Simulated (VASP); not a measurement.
A run of VASP 6.6.1 is set up as follows.

File INCAR:

```
  PREC = Accurate
  ENCUT = 520
  EDIFF = 1E-6
  ISMEAR = -1
  SIGMA = 0.08
  LREAL = F
  LASPH = T
  NELM = 100
  ALGO = Normal
  ISIF = 2
  LWAVE = F
  LCHARG = F
  GGA = PE
  NBANDS = 21
```

The input KPOINTS:

```
Automatic mesh
0
Gamma
  15 15 8
```

POSCAR

```
Mo
1.0
    2.6619985990      0.0000000000      0.0000000000
   -1.3309992995      2.3053584116      0.0000000000
    0.0000000000      0.0000000000      4.6211622415
Mo
2
Direct
    0.3333333333      0.6666666667      0.2500000000
    0.6666666667      0.3333333333      0.7500000000
```

Potentials or basis: VASP PAW PBE potentials, release 64 (Mo_sv).

Launch:

```bash
$ cat potpaw_PBE.64/Mo_sv/POTCAR > POTCAR
$ mpirun -np 1 vasp_std > vasp.out
```

(1) Predict the pressure.

(2) Predict the band gap on the k mesh.

## Answers

(1) 39.6 GPa.

(2) zero (bands 14 and 15 overlap by 2.26 eV).

Caveat: the cell stands under pressure.
